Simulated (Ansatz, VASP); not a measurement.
# Cd2S in VASP and in Ansatz

```xyz
3
Lattice="1.8984 -5.6516 0.0000 1.8984 5.6516 0.0000 0.0000 0.0000 3.8454" Properties=species:S:1:pos:R:3 pbc="T T T"
Cd    1.8984    1.7321    0.0000
Cd    1.8984   -1.7321    0.0000
S     1.8984    0.0000    1.9227
```

Alike in both runs: functional PBE; k mesh 10 × 10 × 10; occupations gaussian, width 0.01 eV; no spin polarisation.

Ansatz relaxed the structure, and its values are those at the end. VASP's run is a single point on that final structure, the one shown.

|  | VASP | Ansatz |
| --- | --- | --- |
| version | VASP 6.6.1 | Ansatz 0.2.0 |
| potentials or method | VASP PAW PBE potentials, release 64 (Cd, S), cutoff 520 eV | scalar-relativistic, plane waves, PAW |
| valence electrons in the cell | 30 | 46 |

VASP gave:

| Quantity | Value |
| --- | --- |
| gap on the k mesh at the Fermi level (eV) | 0.10 |
| least direct gap on the mesh (eV) | 0.17 |
| pressure (GPa) | 0.3 |
| rms of the force components (eV/Å) | 0.009 |

Q: Which values does Ansatz return?

A: gap on the k mesh at the Fermi level (eV): 0.10; least direct gap on the mesh (eV): 0.17; pressure (GPa): 0.0; rms of the force components (eV/Å): 0.000.

The functional is the same, so the differences come from potentials, cutoffs and numerics. VASP's potentials hold 30 valence electrons a cell and Ansatz's 46, so a difference there can come from the potentials and not from the codes.
